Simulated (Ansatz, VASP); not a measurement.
# SnTe in VASP and in Ansatz

```
Sn Te
1.0
     0.00000    3.15650    3.15650
     3.15650    0.00000    3.15650
     3.15650    3.15650    0.00000
Sn Te
1 1
Direct
  0.50000 0.50000 0.50000
  0.00000 0.00000 0.00000
```

Alike in both runs: task single point; functional PBE; k mesh 6 × 6 × 6; no spin polarisation.

|  | VASP | Ansatz |
| --- | --- | --- |
| version | VASP 6.6.1 | Ansatz 0.2.0 |
| potentials or method | VASP PAW PBE potentials, release 64 (Sn_d, Te), cutoff 500 eV | scalar-relativistic, plane waves, PAW |
| occupations | tetrahedron | tetrahedron-uncorrected |
| valence electrons in the cell | 20 | 30 |

```tsv
	VASP	Ansatz	Ansatz less VASP
gap on the k mesh at the Fermi level (eV)	0.08	0.08	-0.001
pressure (GPa)	1.9	1.9	+0.05
```

VASP's potentials hold 20 valence electrons a cell and Ansatz's 30, so a difference there can come from the potentials and not from the codes. Ansatz's warnings: band table not solved further.

Spin-orbit coupling is off throughout.
